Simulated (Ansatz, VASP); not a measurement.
# GaCuSe2 in VASP and in Ansatz

Contents of POSCAR:

```
GaCuSe2
1.0
    1.8586133380      1.0730709111      6.0736082042
   -1.8586133380      1.0730709111      6.0736082042
    0.0000000000     -2.1461418219      6.0736082042
Cu Ga Se
1 1 2
Direct
    1.0000000000      0.0000000000      0.0000000000
    0.5000000000      0.5000000000      0.5000000000
    0.2513530216      0.2513530216      0.2513530216
    0.7486469784      0.7486469784      0.7486469784
```

INCAR.step1

```
PREC = Accurate
ENCUT = 520
ISMEAR = -1
SIGMA = 0.02
LREAL = F
LASPH = T
NELM = 100
NBANDS = 26
GGA = PE
ALGO = Normal
EDIFF = 1E-4
LWAVE = T
LCHARG = F
```

The input INCAR.step2:

```
PREC = Accurate
ENCUT = 520
EDIFF = 1E-6
ISMEAR = -1
SIGMA = 0.02
LREAL = F
LASPH = T
NELM = 100
ALGO = Normal
ISIF = 2
LWAVE = F
LCHARG = T
METAGGA = R2SCAN
LMIXTAU = T
LELF = T
LVHAR = T
NBANDS = 26
ISTART = 1
```

KPOINTS

```
regular mesh
0
Gamma
  6 6 6
```

Input for Ansatz:

```yaml
crystal:
  lattice:
    - [1.858613338, 1.0730709111, 6.0736082042]
    - [-1.858613338, 1.0730709111, 6.0736082042]
    - [0.0, -2.1461418219, 6.0736082042]
  atoms:
    - { symbol: Cu, position: [1.0, 0.0, 0.0] }
    - { symbol: Ga, position: [0.5, 0.5, 0.5] }
    - { symbol: Se, position: [0.2513530216, 0.2513530216, 0.2513530216] }
    - { symbol: Se, position: [0.7486469784, 0.7486469784, 0.7486469784] }
kpoints:
  mp_grid: { grid: [6, 6, 6] }
hamiltonian:
  xc: r2scan
scf:
  occupations: { method: fermi_dirac, width: 0.02 }
  n_extra_bands: 5
output:
  forces: true
  stress: true
  eigenvalues: true
```

Alike in both runs: task single point; functional r2SCAN; k mesh 6 × 6 × 6; occupations fermi-dirac, width 0.02 eV; no spin polarisation.

|  | VASP | Ansatz |
| --- | --- | --- |
| version | VASP 6.6.1 | Ansatz 0.2.0 |
| potentials or method | VASP PAW PBE potentials, release 64 (Cu, Ga_d, Se) | plane waves, PAW |
| plane-wave cutoff (eV) | 520 | 500 |
| valence electrons in the cell | 36 | 64 |

Ansatz gave:

- pressure (GPa): 0.0
- traceless stress, the component that is largest in VASP (GPa): -0.28
- rms of the force components (eV/Å): 0.009

What did VASP give for the same quantities?

Pressure (GPa): 0.0; traceless stress, the component that is largest in VASP (GPa): -0.31; rms of the force components (eV/Å): 0.013.

VASP's potentials were made for PBE, not for r2SCAN. Atom by atom the forces differ by 0.004 eV/Å (rms over components). With one functional, cell and mesh, what is left measures potentials, basis and numerics. VASP's potentials hold 36 valence electrons a cell and Ansatz's 64, so a difference there can come from the potentials and not from the codes.
